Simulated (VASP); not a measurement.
# Lu (P6_3/mmc) in VASP: further runs

Runs on Lu. Level: PBE. Tasks: single point.

All numbers are computed with VASP 6.6.1; they aren't measurements. Logs are shortened: lines on timing, memory, paths and dates and some standing lists are left out, and cuts for length are marked.

### Step 1. The cell of the first run

The structure is hexagonal, space group P6_3/mmc (No. 194). The conventional cell has a = 2.753 Å, b = 2.753 Å, c = 8.862 Å, α = 90.00°, β = 90.00°, γ = 120.00°. Within 3.6 Å of Lu (site symmetry -3m) lie 12 Lu at 2.73 to 2.75 Å. Within 3.6 Å of Lu (site symmetry -6m2) lie 12 Lu at 2.73 to 2.75 Å.

### Step 2. Single point, PBE

Contents of INCAR:

```
PREC = Accurate ; ENCUT = 520
EDIFF = 1E-6 ; ISMEAR = -5
SIGMA = 0.1 ; LREAL = False
LASPH = True ; NELM = 100
ALGO = Normal ; ISIF = 2
LWAVE = False ; LCHARG = False
GGA = PE ; NBANDS = 58
```

Contents of KPOINTS:

```
Automatic mesh
0
Gamma
  10 10 3
```

Contents of POSCAR:

```
Lu
1.0
    2.7529421967      0.0000000000      0.0000000000
   -1.3764710983      2.3841178775      0.0000000000
    0.0000000000      0.0000000000      8.8624354132
Lu
4
Direct
    0.0000000000      0.0000000000      0.0000000000
    0.0000000000      0.0000000000      0.5000000000
    0.3333333333      0.6666666667      0.2500000000
    0.6666666667      0.3333333333      0.7500000000
```

Potentials or basis: VASP PAW PBE potentials, release 64 (Lu).

On the command line:

```bash
$ cat potpaw_PBE.64/Lu/POTCAR > POTCAR
$ mpirun -np 1 vasp_std > vasp.out
```

OUTCAR:

```text
PREC = Accurate
   ENCUT = 520
   EDIFF = 1E-6
   ISMEAR = -5
   LREAL = False
   LASPH = True
   NELM = 100
   ISIF = 2
   GGA = PE

 ion  position               nearest neighbor table
   1  0.000  0.000  0.000-   3 2.73   4 2.73   3 2.73   4 2.73   4 2.73   3 2.73
   2  0.000  0.000  0.500-   3 2.73   4 2.73   3 2.73   4 2.73   4 2.73   3 2.73
   3  0.333  0.667  0.250-   1 2.73   2 2.73   1 2.73   2 2.73   1 2.73   2 2.73
   4  0.667  0.333  0.750-   1 2.73   2 2.73   1 2.73   2 2.73   1 2.73   2 2.73

  LATTYP: Found a hexagonal cell.
 ALAT       =     2.7529421967
 C/A-ratio  =     3.2192595340

  Lattice vectors:

 A1 = (   2.7529421967,   0.0000000000,   0.0000000000)
 A2 = (  -1.3764710983,   2.3841178775,   0.0000000000)
 A3 = (   0.0000000000,   0.0000000000,   8.8624354132)

Analysis of symmetry for initial positions (statically):
=====================================================================
 Subroutine PRICEL returns:
 Original cell was already a primitive cell.

 Routine SETGRP: Setting up the symmetry group for a
 hexagonal supercell.

 Subroutine GETGRP returns: Found 24 space group operations
 (whereof 12 operations were pure point group operations)
 out of a pool of 24 trial point group operations.

The static configuration has the point symmetry D_3d.
 The point group associated with its full space group is D_6h.

Analysis of symmetry for dynamics (positions and initial velocities):
=====================================================================
 Subroutine PRICEL returns:
 Original cell was already a primitive cell.

 Routine SETGRP: Setting up the symmetry group for a
 hexagonal supercell.

 Subroutine GETGRP returns: Found 24 space group operations
 (whereof 12 operations were pure point group operations)
 out of a pool of 24 trial point group operations.

The dynamic configuration has the point symmetry D_3d.
 The point group associated with its full space group is D_6h.

 Subroutine INISYM returns: Found 24 space group operations
 (whereof 12 operations are pure point group operations),
 and found     1 'primitive' translations

----------------------------------------------------------------------------------------

                                     Primitive cell

  volume of cell :      58.1672

[... 85 lines left out ...]
   PREC   = accura    normal or accurate (medium, high low for compatibility)
   ISTART =      0    job   : 0-new  1-cont  2-samecut
   ICHARG =      2    charge: 1-file 2-atom 10-const
   ISPIN  =      1    spin polarized calculation?
   LNONCOLLINEAR =      F non collinear calculations
   LSORBIT =      F    spin-orbit coupling
   LASPH  =      T    aspherical Exc in radial PAW
   ENCUT  =  520.0 eV  38.22 Ry    6.18 a.u.   5.12  5.12 16.48*2*pi/ulx,y,z
   NELM   =    100;   NELMIN=  2; NELMDL= -5     # of ELM steps
   EDIFF  = 0.1E-05   stopping-criterion for ELM
   LREAL  =      F    real-space projection
   EDIFFG = 0.1E-04   stopping-criterion for IOM
   NSW    =      0    number of steps for IOM
   IBRION =     -1    ionic relax: 0-MD 1-quasi-New 2-CG
   NFREE  =      0    steps in history (QN), initial steepest desc. (CG)
   ISIF   =      2    stress and relaxation
   ISYM   =      2    0-nonsym 1-usesym 2-fastsym
   POTIM  = 0.5000    time-step for ionic-motion
   TEBEG  =    0.0;   TEEND  =   0.0 temperature during run
   PSTRESS=    0.0 pullay stress
   NELECT =     100.0000    total number of electrons
   NUPDOWN=      -1.0000    fix difference up-down
   EMIN   =  10.00;   EMAX   =-10.00  energy-range for DOS
   EFERMI =   0.00;   METHOD = LEGACY
   ISMEAR =    -5;   SIGMA  =   0.10  broadening in eV -4-tet -1-fermi 0-gaus
   EFERMI_NEDOS =   21; number of points for ismear=-14 and -15
   IALGO  =     38    algorithm
   IMIX   =      4    mixing-type and parameters
     AMIX     =   0.40;   BMIX     =  1.00
     AMIX_MAG =   1.60;   BMIX_MAG =  1.00
  volume/ion in A,a.u.               =      14.54        98.13
  Fermi-wavevector in a.u.,A,eV,Ry     =   1.961171  3.706076 52.330631  3.846193
  Thomas-Fermi vector in A             =   2.986150
   LORBIT       =      0    0 simple, 1 ext, 2 COOP (PROOUT), +10 PAW based schemes
   GGA     = PE    functional components
   LHFCALC =     F    Hartree Fock is set to
   AEXX    =    0.0000 exact exchange contribution
   IVDW    =     0    specifies the selected vdW correction
   LEPSILON=     F    determine dielectric tensor
   LRPA    =     F    only Hartree local field effects (RPA)
 non-spin polarized calculation
 Fermi weights with tetrahedron method with Bloechl corrections
  energy-cutoff  :      520.00
  volume of cell :       58.17
 maximum number of plane-waves:      1583
   NGX = 11   NGY = 11   NGZ = 33

 number of electron     100.0000010 magnetization

 Free energy of the ion-electron system (eV)
  ---------------------------------------------------
  ext. energy  EPLUGINS =         0.00000000
  ---------------------------------------------------
  free energy    TOTEN  =        -7.26329572 eV

  energy without entropy =       -7.26329572  energy(sigma->0) =       -7.26329572

 E-fermi :   5.6681     XC(G=0): -14.6322

 val. band max:        5.5968417532   @ k =   0.1000   0.1000   0.3333
 cond. band min:       5.5387337586   @ k =   0.3000   0.3000   0.3333
 fundamental gap:     -0.0581079945
 Fermi energy:         5.6681464170

 k-point     1 :       0.0000    0.0000    0.0000
  band No.  band energies     occupation
      1     -50.3896      2.00000
      2     -50.1387      2.00000
      3     -50.0917      2.00000
      4     -49.8277      2.00000
      5     -23.0179      2.00000
      6     -21.3148      2.00000
[... 1453 lines left out ...]
     57      10.5461      0.00000
     58      10.8981      0.00000

 [... further k-points ...]
[... 5 lines left out ...]
  --------------------------------------------------------------------------------------
  -------------------------------------------------------------------------------------
  Total       37.0132178     37.0132178     36.8406548      0.0000000      0.0000000     -0.0000000
  in kB     1019.5053877   1019.5053877   1014.7522495      0.0000000      0.0000000     -0.0000000
  external PRESSURE =    1017.9210083 kB  Pullay stress =       0.0000000 kB

 VOLUME and BASIS-vectors are now :
 -----------------------------------------------------------------------------
  energy-cutoff  :      520.00
  volume of cell :       58.17
      direct lattice vectors                 reciprocal lattice vectors
     2.752942197  0.000000000  0.000000000     0.363247729  0.209721174  0.000000000
    -1.376471098  2.384117878  0.000000000     0.000000000  0.419442348  0.000000000
     0.000000000  0.000000000  8.862435413     0.000000000  0.000000000  0.112835801

 POSITION                                       TOTAL-FORCE (eV/Angst)
 -----------------------------------------------------------------------------------
      0.00000      0.00000      0.00000         0.000000      0.000000     -0.000000
      0.00000      0.00000      4.43122         0.000000      0.000000     -0.000000
     -0.00000      1.58941      2.21561        -0.000000     -0.000000      0.000000
      1.37647      0.79471      6.64683         0.000000     -0.000000      0.000000
 -----------------------------------------------------------------------------------
    total drift:                                0.000000     -0.000000      0.000000

  FREE ENERGIE OF THE ION-ELECTRON SYSTEM (eV)
  ---------------------------------------------------
  free  energy   TOTEN  =        -7.2632957218 eV

  energy  without entropy=       -7.2632957218  energy(sigma->0) =       -7.26329572
```

Run time: 4 min. Hardware: 1 thread of Oxide Virtual Turin-like, shared host; peak memory 0.19 GiB.

What came out:

```
Free energy            : -7.2633 eV
Pressure               : 101.8 GPa
Band gap on the k mesh : zero (band 50 reaches 7.76 eV, above the bottom of band 51 at 4.88 eV)
```

Caveat: spin-orbit coupling is left out, which moves the levels of the heavy elements; tetrahedron occupations give inexact forces and stress in metals.

### Step 3. Single point, PBE

This run uses another cell than the first one, of 17.45 Å³/atom, 1.200 times its volume.

Contents of INCAR:

```
PREC     = Accurate       # precision mode
ENCUT    = 520            # plane-wave cutoff, eV
EDIFF    = 1E-6           # SCF threshold, eV
ISMEAR   = -1             # smearing method
SIGMA    = 0.1            # smearing width, eV
LREAL    = F              # projectors in reciprocal space
LASPH    = T              # aspherical terms in the spheres
NELM     = 80             # most SCF steps
ALGO     = Normal         # electronic algorithm
ISIF     = 2              # what is computed and relaxed
LWAVE    = F              # write WAVECAR
LCHARG   = T              # write CHGCAR
GGA      = PE             # functional
LELF     = T              # ELF
LVHAR    = T            
NBANDS   = 58             # bands
```

Contents of KPOINTS:

```
regular mesh
0
Gamma
  10 10 3
```

Contents of POSCAR:

```
Lu
1.0
    2.9240678398      0.0000000000      0.0000000000
   -1.4620339199      2.5323170317      0.0000000000
    0.0000000000      0.0000000000      9.4265684621
Lu
4
Direct
    0.0000000000      0.0000000000      0.0000000000
    0.0000000000      0.0000000000      0.5000000000
    0.3333333333      0.6666666667      0.2500000000
    0.6666666667      0.3333333333      0.7500000000
```

Potentials or basis: VASP PAW PBE potentials, release 64 (Lu).

On the command line:

```bash
$ cat potpaw_PBE.64/Lu/POTCAR > POTCAR
$ mpirun -np 1 vasp_std > vasp.out
```

It took 5.1 min on 1 thread of Oxide Virtual Turin-like, shared host; peak memory 0.21 GiB.

The run converged. Its results:

| Item | Value |
| --- | --- |
| Free energy | -12.7890 eV |
| Pressure | 54.0 GPa |
| Band gap on the k mesh | zero (band 50 reaches 6.32 eV, above the bottom of band 51 at 3.91 eV) |

Levels at points of the mesh, in eV from the Fermi level:
```csv
k point,band 46,band 47,band 48,band 49,band 50,band 51,band 52,band 53,band 54,band 55
"(0.00, 0.00, 0.00)",-4.34,-4.34,-3.58,1.28,1.33,2.17,2.17,2.32,2.32,2.76
"(0.50, 0.00, 0.00)",-3.66,-2.90,-2.09,-1.16,-0.83,-0.51,0.96,1.63,2.07,3.30
```

Caveat: spin-orbit coupling is left out, which moves the levels of the heavy elements.

### Step 4. Single point, PBE

Contents of INCAR:

```
SYSTEM = Lu
PREC = Accurate
ENCUT = 520
EDIFF = 1E-7
ISMEAR = -1
SIGMA = 0.1
LREAL = .FALSE.
LASPH = .TRUE.
NELM = 80
ALGO = Normal
ISIF = 2
LWAVE = .FALSE.
LCHARG = .FALSE.
GGA = PE
NBANDS = 58
```

Contents of KPOINTS:

```
Automatic mesh
0
G
  10 10 3
  0 0 0
```

Edit POSCAR of step 3 so:

```diff
@@ -4,3 +4,3 @@
    -1.4620339199      2.5323170317      0.0000000000
-    0.0000000000      0.0000000000      9.4265684621
+    0.0000000000      0.0000000000      9.4265684622
 Lu
```

On the command line:

```bash
$ cat potpaw_PBE.64/Lu/POTCAR > POTCAR
$ mpirun -np 1 vasp_std > vasp.out
```

Wall time 4.7 min (1 thread of Oxide Virtual Turin-like, shared host); peak memory 0.22 GiB.

Results (log left out):

```yaml
Free_energy: -12.7890 eV
Pressure: 54.0 GPa
Band_gap_on_the_k_mesh: zero (band 50 reaches 6.32 eV, above the bottom of band 51 at 3.91 eV)
```

Levels at points of the mesh, in eV from the Fermi level:
| k point | band 47 | band 48 | band 49 | band 50 | band 51 | band 52 | band 53 | band 54 |
| --- | --- | --- | --- | --- | --- | --- | --- | --- |
| (0.00, 0.00, 0.00) | -4.34 | -3.58 | 1.28 | 1.33 | 2.17 | 2.17 | 2.32 | 2.32 |
| (0.50, 0.00, 0.00) | -2.90 | -2.09 | -1.16 | -0.83 | -0.51 | 0.96 | 1.63 | 2.07 |

Caveat: spin-orbit coupling is left out, which moves the levels of the heavy elements.

### Step 5. Single point, PBE

Contents of INCAR:

```
ALGO = Normal
EDIFF = 1E-6
ENCUT = 520
GGA = PE
ISIF = 2
ISMEAR = -1
LASPH = T
LCHARG = F
LREAL = F
LWAVE = F
NBANDS = 58
NELM = 100
PREC = Accurate
SIGMA = 0.1
```

Contents of KPOINTS:

```
k-points
0
Gamma
  10 10 3
```

POSCAR is that of step 4.

On the command line:

```bash
$ cat potpaw_PBE.64/Lu/POTCAR > POTCAR
$ mpirun -np 1 vasp_std > vasp.out
```

Wall time 4.1 min (1 thread of Oxide Virtual Turin-like, shared host); peak memory 0.21 GiB.

Results (log left out):

```
Free energy            : -12.7890 eV
Pressure               : 54.0 GPa
Band gap on the k mesh : zero (band 50 reaches 6.32 eV, above the bottom of band 51 at 3.91 eV)
```

Levels at points of the mesh, in eV from the Fermi level:
```
           k point  band 48  band 49  band 50  band 51  band 52  band 53
(0.00, 0.00, 0.00)    -3.58     1.28     1.33     2.17     2.17     2.32
(0.50, 0.00, 0.00)    -2.09    -1.16    -0.83    -0.51     0.96     1.63
```

Caveat: spin-orbit coupling is left out, which moves the levels of the heavy elements.
